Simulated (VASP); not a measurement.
Set up this calculation in VASP 6.6.1, as the native input.

```
Task                   : single point
Functional             : PBE
Potentials or basis    : VASP PAW PBE potentials, release 64 (Au)
Cutoff                 : 520 eV
k mesh                 : 13 × 13 × 12
Occupations            : fermi-dirac, width 0.1 eV
Spin                   : no spin polarisation
Dipole correction      : no
Further INCAR settings : ALGO = Normal; EDIFF = 1e-07; NBANDS = 18
```

The structure of Au lies in POSCAR:

```
Au
1.0
   -3.1280455674      3.5591388345      1.4149198172
    3.5591388345     -3.1280455674      1.4149198172
    2.0461178901      2.0461178901     -0.6253717089
Au
2
Direct
    0.0074437139      0.9925562861      0.0000000000
    0.7425562861      0.2574437139      0.5000000000
```

These files were run (other wordings do the same):

INCAR

```
SYSTEM = Au
  PREC = Accurate
  ENCUT = 520
  EDIFF = 1E-7
  ISMEAR = -1
  SIGMA = 0.1
  LREAL = .FALSE.
  LASPH = .TRUE.
  NELM = 60
  ALGO = Normal
  ISIF = 2
  LWAVE = .FALSE.
  LCHARG = .FALSE.
  GGA = PE
  NBANDS = 18
```

KPOINTS

```
regular mesh
0
G
  13 13 12
  0 0 0
```

Potentials or basis: VASP PAW PBE potentials, release 64 (Au).

The run is started by

```sh
$ cat potpaw_PBE.64/Au/POTCAR > POTCAR
$ mpirun -np 1 vasp_std > vasp.out
```

It gave:

```
Pressure               : -8.0 GPa
Largest force          : 0.041 eV/Å
Band gap on the k mesh : zero (bands 11 and 12 overlap by 5.33 eV)
```

Caveat: the cell stands under tension; spin-orbit coupling is left out, which moves the levels of the heavy elements.

Wall time 11 min on 1 thread of Intel Xeon 8259CL, with other jobs on the host, peak memory 0.45 GiB.
